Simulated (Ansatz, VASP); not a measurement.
**One calculation of ZnO, two programs**

```xyz
8
Lattice="3.2300 0.0000 0.0000 -1.6150 2.7973 0.0000 0.0000 0.0000 32.2070" Properties=species:S:1:pos:R:3 pbc="T T T"
O     1.6150    0.9324    7.7830
O     0.0000    1.8649   10.1906
O     1.6150    0.9324   12.7257
O     0.0000    1.8649   15.2948
Zn    0.0000    1.8649    8.0777
Zn    1.6150    0.9324   10.6759
Zn    0.0000    1.8649   13.2640
Zn    1.6150    0.9324   15.8924
```

Alike in both runs: task single point; functional PBEsol; k mesh 9 × 9 × 1; occupations gaussian, width 0.05 eV; no spin polarisation.

|  | VASP | Ansatz |
| --- | --- | --- |
| version | VASP 6.6.1 | Ansatz 0.2.0 |
| potentials or method | VASP PAW PBE potentials, release 64 (O, Zn), cutoff 520 eV | scalar-relativistic, plane waves, PAW |
| valence electrons in the cell | 72 | 72 |

```tsv
	VASP	Ansatz	Ansatz less VASP
gap on the k mesh at the Fermi level (eV)	none	none	-
rms of the force components (eV/Å)	0.330	0.343	+0.0130
```

VASP's potentials were made for PBE, not for PBEsol. A gap of «none» marks a metal or a gap that the smearing closes.
